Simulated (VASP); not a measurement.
# Ge (P6_522) in VASP: notebook

The runs below take Ge through relaxation of cell and atoms, single point, with PBE.

Program: VASP 6.6.1. These are calculated values, not measurements. Logs are shortened: lines on timing, memory, paths and dates and some standing lists are left out, and cuts for length are marked.

## 1. The cell of the first run

It takes space group P6_522 (No. 179, hexagonal). Conventional cell: a = 6.407 Å, b = 6.407 Å, c = 3.970 Å, α = 90.00°, β = 90.00°, γ = 120.00°. Within 3.3 Å of Ge (site symmetry 2) lie 4 Ge at 2.50 to 2.53 Å.

## 2. Relaxation of cell and atoms, PBE

File INCAR:

```
PREC = Accurate
ENCUT = 600
EDIFF = 1E-6
ISMEAR = 0
SIGMA = 0.1
LREAL = F
LASPH = T
NELM = 100
ALGO = Normal
ISIF = 3
LWAVE = F
LCHARG = F
GGA = PE
IBRION = 2
NSW = 100
EDIFFG = -0.01
```

File KPOINTS:

```
regular mesh
0
Gamma
  6 6 10
```

File POSCAR:

```
Ge
1.0
    6.4071934585      0.0000000000      0.0000000000
   -3.2035967293      5.5487923020      0.0000000000
    0.0000000000      0.0000000000      3.9699266471
Ge
6
Direct
    0.6187285504      0.0000000000      0.0000000000
    0.0000000000      0.6187285504      0.6666666667
    0.3812714496      0.3812714496      0.3333333333
    0.3812714496      0.0000000000      0.5000000000
    0.0000000000      0.3812714496      0.1666666667
    0.6187285504      0.6187285504      0.8333333333
```

Potentials or basis: VASP PAW PBE potentials, release 64 (Ge_d).

Run with:

```console
cat potpaw_PBE.64/Ge_d/POTCAR > POTCAR
mpirun -np 1 vasp_std > vasp.out
```

OUTCAR:

```text
PREC = Accurate
   ENCUT = 600
   EDIFF = 1E-6
   ISMEAR = 0
   LREAL = F
   LASPH = T
   NELM = 100
   ISIF = 3
   GGA = PE
   IBRION = 2
   NSW = 100
   EDIFFG = -0.01

 ion  position               nearest neighbor table
   1  0.619  0.000  0.000-   4 2.50   4 2.50   5 2.53   6 2.53
   2  0.000  0.619  0.667-   5 2.50   5 2.50   6 2.53   4 2.53
   3  0.381  0.381  0.333-   6 2.50   6 2.50   5 2.53   4 2.53
   4  0.381  0.000  0.500-   1 2.50   1 2.50   2 2.53   3 2.53
   5  0.000  0.381  0.167-   2 2.50   2 2.50   3 2.53   1 2.53
   6  0.619  0.619  0.833-   3 2.50   3 2.50   2 2.53   1 2.53

  LATTYP: Found a hexagonal cell.
 ALAT       =     6.4071934585
 C/A-ratio  =     0.6196046167

  Lattice vectors:

 A1 = (   6.4071934585,   0.0000000000,   0.0000000000)
 A2 = (  -3.2035967293,   5.5487923020,   0.0000000000)
 A3 = (   0.0000000000,   0.0000000000,   3.9699266471)

Analysis of symmetry for initial positions (statically):
=====================================================================
 Subroutine PRICEL returns:
 Original cell was already a primitive cell.

 Routine SETGRP: Setting up the symmetry group for a
 hexagonal supercell.

 Subroutine GETGRP returns: Found 12 space group operations
 (whereof  2 operations were pure point group operations)
 out of a pool of 24 trial point group operations.

The static configuration has the point symmetry C_2 .
 The point group associated with its full space group is D_6 .

Analysis of symmetry for dynamics (positions and initial velocities):
=====================================================================
 Subroutine PRICEL returns:
 Original cell was already a primitive cell.

 Routine SETGRP: Setting up the symmetry group for a
 hexagonal supercell.

 Subroutine GETGRP returns: Found 12 space group operations
 (whereof  2 operations were pure point group operations)
 out of a pool of 24 trial point group operations.

The dynamic configuration has the point symmetry C_2 .
 The point group associated with its full space group is D_6 .

 Subroutine INISYM returns: Found 12 space group operations
 (whereof  2 operations are pure point group operations),
 and found     1 'primitive' translations

[... 108 lines left out ...]
   ISIF   =      3    stress and relaxation
   ISYM   =      2    0-nonsym 1-usesym 2-fastsym
   POTIM  = 0.5000    time-step for ionic-motion
   TEBEG  =    0.0;   TEEND  =   0.0 temperature during run
   PSTRESS=    0.0 pullay stress
   NELECT =      84.0000    total number of electrons
   NUPDOWN=      -1.0000    fix difference up-down
   EMIN   =  10.00;   EMAX   =-10.00  energy-range for DOS
   EFERMI =   0.00;   METHOD = LEGACY
   ISMEAR =     0;   SIGMA  =   0.10  broadening in eV -4-tet -1-fermi 0-gaus
   EFERMI_NEDOS =   21; number of points for ismear=-14 and -15
   IALGO  =     38    algorithm
   IMIX   =      4    mixing-type and parameters
     AMIX     =   0.40;   BMIX     =  1.00
     AMIX_MAG =   1.60;   BMIX_MAG =  1.00
  volume/ion in A,a.u.               =      23.52       158.74
  Fermi-wavevector in a.u.,A,eV,Ry     =   1.377056  2.602259 25.800507  1.896284
  Thomas-Fermi vector in A             =   2.502244
   LORBIT       =      0    0 simple, 1 ext, 2 COOP (PROOUT), +10 PAW based schemes
   GGA     = PE    functional components
   LHFCALC =     F    Hartree Fock is set to
   AEXX    =    0.0000 exact exchange contribution
   IVDW    =     0    specifies the selected vdW correction
   LEPSILON=     F    determine dielectric tensor
   LRPA    =     F    only Hartree local field effects (RPA)
 conjugate gradient relaxation of ions
 non-spin polarized calculation
 Gauss-broadening in eV      SIGMA  =   0.10
  energy-cutoff  :      600.00
  volume of cell :      141.14
 maximum number of plane-waves:      4738
 NGX is ok and might be reduce to    54
   NGX = 25   NGY = 25   NGZ = 15

--------------------------------------- Ionic step        1  -------------------------------------------

 number of electron      84.0000030 magnetization

 Free energy of the ion-electron system (eV)
  ---------------------------------------------------
  ext. energy  EPLUGINS =         0.00000000
  ---------------------------------------------------
  free energy    TOTEN  =       -26.33843366 eV

  energy without entropy =      -26.33779767  energy(sigma->0) =      -26.33811566

------------------------ aborting loop because EDIFF is reached ----------------------------------------

  FORCE on cell =-STRESS in cart. coord.  units (eV):
  Direction    XX          YY          ZZ          XY          YZ          ZX
  --------------------------------------------------------------------------------------
  -------------------------------------------------------------------------------------
  Total        0.1014538      0.1014538      0.0449599     -0.0000000      0.0000000      0.0000000
  in kB        1.1516752      1.1516752      0.5103727     -0.0000000      0.0000000      0.0000000
  external PRESSURE =       0.9379077 kB  Pullay stress =       0.0000000 kB
[... 187 lines left out ...]
--------------------------------------- Ionic step        6  -------------------------------------------

 number of electron      84.0000035 magnetization

 Free energy of the ion-electron system (eV)
  ---------------------------------------------------
  ext. energy  EPLUGINS =         0.00000000
  ---------------------------------------------------
  free energy    TOTEN  =       -26.33870179 eV

  energy without entropy =      -26.33805636  energy(sigma->0) =      -26.33837907

 E-fermi :   4.5519     XC(G=0):  -9.7841

 val. band max:        4.5171272731   @ k =   0.0000   0.0000   0.0000
 cond. band min:       4.7040587515   @ k =   0.5000   0.0000   0.4000
 fundamental gap:      0.1869314784
 Fermi energy:         4.5519422185

 k-point     1 :       0.0000    0.0000    0.0000
  band No.  band energies     occupation
      1     -20.2379      2.00000
      2     -20.2283      2.00000
      3     -20.2043      2.00000
      4     -20.2043      2.00000
      5     -20.1517      2.00000
      6     -20.1495      2.00000
[... 1261 lines left out ...]
     49       9.2089      0.00000
     50       9.8106      0.00000

 [... further k-points ...]

------------------------ aborting loop because EDIFF is reached ----------------------------------------

  FORCE on cell =-STRESS in cart. coord.  units (eV):
  Direction    XX          YY          ZZ          XY          YZ          ZX
  --------------------------------------------------------------------------------------
  -------------------------------------------------------------------------------------
  Total        0.0242872      0.0242872     -0.0319028     -0.0000000      0.0000000     -0.0000000
  in kB        0.2754562      0.2754562     -0.3618290     -0.0000000      0.0000000     -0.0000000
  external PRESSURE =       0.0630278 kB  Pullay stress =       0.0000000 kB
[... 21 lines left out ...]
  FREE ENERGIE OF THE ION-ELECTRON SYSTEM (eV)
  ---------------------------------------------------
  free  energy   TOTEN  =       -26.3387017904 eV

  energy  without entropy=      -26.3380563588  energy(sigma->0) =      -26.33837907

 reached required accuracy - stopping structural energy minimisation
```

OSZICAR:

```text
N       E                     dE             d eps       ncg     rms          rms(c)
DAV:   1     0.960414051807E+03    0.96041E+03   -0.43982E+04  4896   0.499E+03
DAV:   2     0.158607974155E+03   -0.80181E+03   -0.78142E+03  4200   0.110E+03
DAV:   3    -0.123511303270E+02   -0.17096E+03   -0.16788E+03  4524   0.265E+02
DAV:   4    -0.261657837508E+02   -0.13815E+02   -0.13680E+02  4868   0.823E+01
[... 40 lines left out ...]
DAV:   2    -0.263395692074E+02    0.23890E-02   -0.43821E-03  5330   0.838E-01    0.174E-01
DAV:   3    -0.263387602828E+02    0.80892E-03   -0.16717E-03  5434   0.459E-01    0.387E-02
DAV:   4    -0.263387074732E+02    0.52810E-04   -0.22645E-04  4950   0.179E-01    0.171E-02
DAV:   5    -0.263387026302E+02    0.48430E-05   -0.10657E-05  5238   0.263E-02    0.777E-03
DAV:   6    -0.263387017904E+02    0.83975E-06   -0.13998E-06  2372   0.150E-02
   6 F= -.26338702E+02 E0= -.26338379E+02  d E =-.332786E-04
```

Wall time 20 min (1 thread of Intel Xeon Platinum 8488C (Sapphire Rapids), shared host); peak memory 0.45 GiB.

Results:

| Property | Result |
| --- | --- |
| Free energy | -26.3387 eV |
| Relaxed volume | 23.54 Å³/atom |
| Relaxed cell | a = 6.411 Å, b = 6.411 Å, c = 3.969 Å, α = 90.00°, β = 90.00°, γ = 120.00° |
| Space group after relaxing (to 0.05 Å) | P6_522 (No. 179) |
| Energy gained by relaxing | 0.0 meV/atom |
| Ionic steps | 6 |
| Pressure after relaxing | 0.0 GPa |
| Largest force after relaxing | 0.009 eV/Å |
| Band gap on the k mesh | zero (filled and empty bands touch) |

Forces in eV/Å, atoms in the order of the input:
```
Ge   0.009  0.000  0.000
Ge  -0.004  0.008  0.000
Ge  -0.004 -0.008  0.000
Ge  -0.009  0.000  0.000
Ge   0.004 -0.008  0.000
Ge   0.004  0.008  0.000
```

Step by step:
| step | energy change (eV) | largest force (eV/Å) | pressure (GPa) | volume (Å³) |
| --- | --- | --- | --- | --- |
| 1 | 0.0000 | 0.0336 | 0.09 | 141.14 |
| 2 | -0.0002 | 0.0058 | -0.06 | 141.42 |
| 3 | -0.0002 | 0.0084 | -0.04 | 141.40 |
| 4 | -0.0002 | 0.0065 | -0.14 | 141.41 |
| 5 | -0.0002 | 0.0097 | 0.11 | 141.00 |
| 6 | -0.0003 | 0.0088 | 0.01 | 141.27 |

Final structure:
```yaml
crystal:
  lattice:
    - [6.41053, 0.00000, 0.00000]
    - [-3.20527, 5.55168, 0.00000]
    - [0.00000, 0.00000, 3.96932]
  atoms:
    - { symbol: Ge, position: [0.61899, 0.00000, 0.00000] }
    - { symbol: Ge, position: [0.00000, 0.61899, 0.66667] }
    - { symbol: Ge, position: [0.38101, 0.38101, 0.33333] }
    - { symbol: Ge, position: [0.38101, 0.00000, 0.50000] }
    - { symbol: Ge, position: [0.00000, 0.38101, 0.16667] }
    - { symbol: Ge, position: [0.61899, 0.61899, 0.83333] }
```

## 3. Single point, PBE

This run uses another cell than the first one, of 20.34 Å³/atom, 0.865 times its volume.

File INCAR:

```
SYSTEM = Ge
PREC = Accurate ; ENCUT = 520
EDIFF = 1E-6 ; ISMEAR = 0
SIGMA = 0.1 ; LREAL = .False.
LASPH = .True. ; NELM = 100
ALGO = Normal ; ISIF = 2
LWAVE = .False. ; LCHARG = .True.
GGA = PE ; LELF = .True.
LVHAR = .True. ; NBANDS = 51
```

File KPOINTS:

```
Automatic mesh
0
Gamma
  3 3 6
  0 0 0
```

File POSCAR:

```
Ge
1.0
    6.2055183200      0.0000000000      0.0000000000
   -3.1027591600      5.3741365100      0.0000000000
    0.0000000000      0.0000000000      3.6596589400
Ge
6
Direct
    0.6226507000      0.0000000000      0.0000000000
    0.0000000000      0.6226507000      0.6666666700
    0.3773493000      0.3773493000      0.3333333300
    0.3773493000      0.0000000000      0.5000000000
    0.0000000000      0.3773493000      0.1666666700
    0.6226507000      0.6226507000      0.8333333300
```

Potentials or basis: VASP PAW PBE potentials, release 64 (Ge_d).

Run with:

```console
cat potpaw_PBE.64/Ge_d/POTCAR > POTCAR
mpirun -np 1 vasp_std > vasp.out
```

OUTCAR:

```text
SYSTEM = Ge
   PREC = Accurate
   ENCUT = 520
   EDIFF = 1E-6
   ISMEAR = 0
   LREAL = .False.
   LASPH = .True.
   NELM = 100
   ISIF = 2
   GGA = PE

 ion  position               nearest neighbor table
   1  0.623  0.000  0.000-   4 2.38   4 2.38   6 2.42   5 2.42
   2  0.000  0.623  0.667-   5 2.38   5 2.38   6 2.42   4 2.42
   3  0.377  0.377  0.333-   6 2.38   6 2.38   5 2.42   4 2.42
   4  0.377  0.000  0.500-   1 2.38   1 2.38   3 2.42   2 2.42
   5  0.000  0.377  0.167-   2 2.38   2 2.38   3 2.42   1 2.42
   6  0.623  0.623  0.833-   3 2.38   3 2.38   2 2.42   1 2.42

  LATTYP: Found a hexagonal cell.
 ALAT       =     6.2055183200
 C/A-ratio  =     0.5897426696

  Lattice vectors:

 A1 = (   6.2055183200,   0.0000000000,   0.0000000000)
 A2 = (  -3.1027591600,   5.3741365100,   0.0000000000)
 A3 = (   0.0000000000,   0.0000000000,   3.6596589400)

Analysis of symmetry for initial positions (statically):
=====================================================================
 Subroutine PRICEL returns:
 Original cell was already a primitive cell.

[... 170 lines left out ...]
 cond. band min:       6.1028391656   @ k =   0.0000   0.0000   0.3333
 fundamental gap:      0.3039058055
 Fermi energy:         6.1020184968

 k-point     1 :       0.0000    0.0000    0.0000
  band No.  band energies     occupation
      1     -19.0247      2.00000
      2     -19.0241      2.00000
      3     -18.9944      2.00000
      4     -18.9944      2.00000
      5     -18.9049      2.00000
      6     -18.8899      2.00000
[... 637 lines left out ...]
     50      10.5604      0.00000
     51      11.0746      0.00000

------------------------ aborting loop because EDIFF is reached ----------------------------------------

  FORCE on cell =-STRESS in cart. coord.  units (eV):
  Direction    XX          YY          ZZ          XY          YZ          ZX
  --------------------------------------------------------------------------------------
  -------------------------------------------------------------------------------------
  Total        6.8165988      6.8165988     12.4744014      0.0000000      0.0000000      0.0000000
  in kB       89.4851455     89.4851455    163.7581512      0.0000000      0.0000000      0.0000000
  external PRESSURE =     114.2428141 kB  Pullay stress =       0.0000000 kB

 VOLUME and BASIS-vectors are now :
 -----------------------------------------------------------------------------
  energy-cutoff  :      520.00
  volume of cell :      122.05
      direct lattice vectors                 reciprocal lattice vectors
     6.205518320  0.000000000  0.000000000     0.161146894  0.093038202  0.000000000
    -3.102759160  5.374136510  0.000000000     0.000000000  0.186076405  0.000000000
     0.000000000  0.000000000  3.659658940     0.000000000  0.000000000  0.273249507

 POSITION                                       TOTAL-FORCE (eV/Angst)
 -----------------------------------------------------------------------------------
      3.86387      0.00000      0.00000         0.287624     -0.000000     -0.000000
     -1.93194      3.34621      2.43977        -0.143812      0.249090      0.000000
      1.17082      2.02793      1.21989        -0.143812     -0.249090      0.000000
      2.34165      0.00000      1.82983        -0.287624     -0.000000     -0.000000
     -1.17082      2.02793      0.60994         0.143812     -0.249090     -0.000000
      1.93194      3.34621      3.04972         0.143812      0.249090      0.000000
 -----------------------------------------------------------------------------------
    total drift:                                0.000000      0.000000      0.000019

  FREE ENERGIE OF THE ION-ELECTRON SYSTEM (eV)
  ---------------------------------------------------
  free  energy   TOTEN  =       -25.6434238962 eV

  energy  without entropy=      -25.6412687804  energy(sigma->0) =      -25.64234634
```

Run time: 37 s. Hardware: 1 thread of Intel Xeon 6975P-C (Granite Rapids), shared host; peak memory 0.24 GiB.

Results:

- Free energy: -25.6434 eV
- Pressure: 11.4 GPa
- Largest force: 0.288 eV/Å
- Band gap on the k mesh: zero (band 42 reaches 6.27 eV, above the bottom of band 43 at 6.10 eV)

Forces on the atoms (eV/Å):
```
Ge   0.288  0.000  0.000
Ge  -0.144  0.249  0.000
Ge  -0.144 -0.249  0.000
Ge  -0.288  0.000  0.000
Ge   0.144 -0.249  0.000
Ge   0.144  0.249  0.000
```

Levels at points of the mesh, in eV from the Fermi level:
| k point | band 39 | band 40 | band 41 | band 42 | band 43 | band 44 | band 45 | band 46 |
| --- | --- | --- | --- | --- | --- | --- | --- | --- |
| (0.00, 0.00, 0.00) | -1.71 | -0.30 | -0.30 | 0.17 | 0.30 | 2.67 | 2.67 | 3.35 |
| (0.00, 0.00, 0.50) | -4.11 | -4.11 | -3.39 | -3.39 | 0.39 | 0.39 | 3.58 | 3.58 |

Caveat: the k points lie up to 0.39 Å⁻¹ apart.
